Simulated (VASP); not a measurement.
Wanted: the native input for a VASP 6.6.1 run.

```
Task                   : single point
Functional             : PBE
Dispersion             : D3(BJ)
Potentials or basis    : VASP PAW PBE potentials, release 64 (Zr_sv, Ge_d, Se)
Cutoff                 : 520 eV
k mesh                 : 6 × 6 × 1
Occupations            : gaussian, width 0.1 eV
Spin                   : no spin polarisation
Dipole correction      : yes
Further INCAR settings : ALGO = Normal; EDIFF = 1e-06; NBANDS = 30
```

The structure of ZrGeSe3 lies in POSCAR:

```
ZrGeSe3
1.0
    3.7310980000      0.0000000000      0.0000000000
   -1.8655490000      3.2312260000      0.0000000000
    0.0000000000      0.0000000000     38.0944430000
Zr Ge Se
1 1 3
Direct
    0.3333330000      0.6666670000      0.3213030000
    0.0000000000      0.0000000000      0.2115530000
    0.3333330000      0.6666670000      0.1746120000
    0.0000000000      0.0000000000      0.3631450000
    0.6666670000      0.3333330000      0.2783370000
```

The input as run:

INCAR

```
PREC = Accurate ; ENCUT = 520
EDIFF = 1E-6 ; ISMEAR = 0
SIGMA = 0.1 ; LREAL = False
LASPH = True ; NELM = 80
ALGO = Normal ; ISIF = 2
LWAVE = False ; LCHARG = False
LDIPOL = True ; IDIPOL = 3
DIPOL = 0.5 0.5 0.270 ; GGA = PE
IVDW = 12 ; NBANDS = 30
```

KPOINTS

```
Automatic mesh
0
Gamma
  6 6 1
```

Potentials or basis: VASP PAW PBE potentials, release 64 (Zr_sv, Ge_d, Se).

Launch:

```bash
$ cat potpaw_PBE.64/Zr_sv/POTCAR potpaw_PBE.64/Ge_d/POTCAR potpaw_PBE.64/Se/POTCAR > POTCAR
$ mpirun -np 1 vasp_std > vasp.out
```

Results of the run:

```yaml
Largest_force: 0.032 eV/Å
Dispersion_energy_per_atom: -0.309 eV
```

Run time: 2.9 min on 1 thread of AMD EPYC 9R45 (Zen 5) (shared host), peak memory 0.5 GiB.
